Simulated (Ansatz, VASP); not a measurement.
# CdTe in VASP and in Ansatz

File INCAR:

```
SYSTEM = CdTe
ALGO     = Normal         ! electronic algorithm
EDIFF    = 1E-6           ! SCF threshold, eV
ENCUT    = 520            ! plane-wave cutoff, eV
GGA      = PE             ! functional
ISIF     = 2              ! what is computed and relaxed
ISMEAR   = -1             ! smearing method
LASPH    = .True.         ! aspherical terms in the spheres
LCHARG   = .True.         ! write CHGCAR
LELF     = .True.         ! ELF
LREAL    = .False.        ! projectors in reciprocal space
LVHAR    = .True.       
LWAVE    = .False.        ! write WAVECAR
NBANDS   = 16             ! bands
NELM     = 60             ! most SCF steps
PREC     = Accurate       ! precision mode
SIGMA    = 0.08           ! smearing width, eV
```

KPOINTS

```
k-points
0
Gamma
  9 9 9
  0 0 0
```

POSCAR

```
CdTe
1.0
    0.0000000000      3.2050000000      3.2050000000
    3.2050000000      0.0000000000      3.2050000000
    3.2050000000      3.2050000000      0.0000000000
Cd Te
1 1
Direct
    0.0000000000      0.0000000000      0.0000000000
    0.7500000000      0.7500000000      0.7500000000
```

Input for Ansatz:

```yaml
crystal:
  lattice:
    - [0.0, 3.205, 3.205]
    - [3.205, 0.0, 3.205]
    - [3.205, 3.205, 0.0]
  atoms:
    - { symbol: Cd, position: [0.0, 0.0, 0.0] }
    - { symbol: Te, position: [0.75, 0.75, 0.75] }
kpoints:
  mp_grid: { grid: [9, 9, 9] }
  band_path:
    path:
      - [0.0, 0.0, 0.0]
      - [-0.5, -0.5, 0.0]
      - [-0.375, -0.375, 0.25]
      - [-0.375, 0.0, 0.375]
      - [0.0, 0.0, 0.0]
      - [0.0, 0.0, 0.5]
      - [-0.5, -0.25, 0.25]
      - [-0.5, -0.5, 0.0]
    npoints: 5
scf:
  occupations: { method: fermi_dirac, width: 0.08 }
hamiltonian:
  xc: pbe
  pseudopotentials:
    kind: all_electron
    lapw: { basis_error: 0.001 }
    relativity: none
output:
  forces: true
  stress: true
  eigenvalues: true
```

Alike in both runs: task single point; functional PBE; k mesh 9 × 9 × 9; occupations fermi-dirac, width 0.08 eV; no spin polarisation.

```csv
,VASP,Ansatz
version,VASP 6.6.1,Ansatz 0.2.0
potentials or method,"VASP PAW PBE potentials, release 64 (Cd, Te), cutoff 520 eV","all-electron LAPW, non-relativistic"
```

```csv
,VASP,Ansatz,Ansatz less VASP
pressure (GPa),4.4,6.3,+1.93
```

Ansatz ran all-electron here, and VASP with PAW potentials.

Spin-orbit coupling is off throughout.
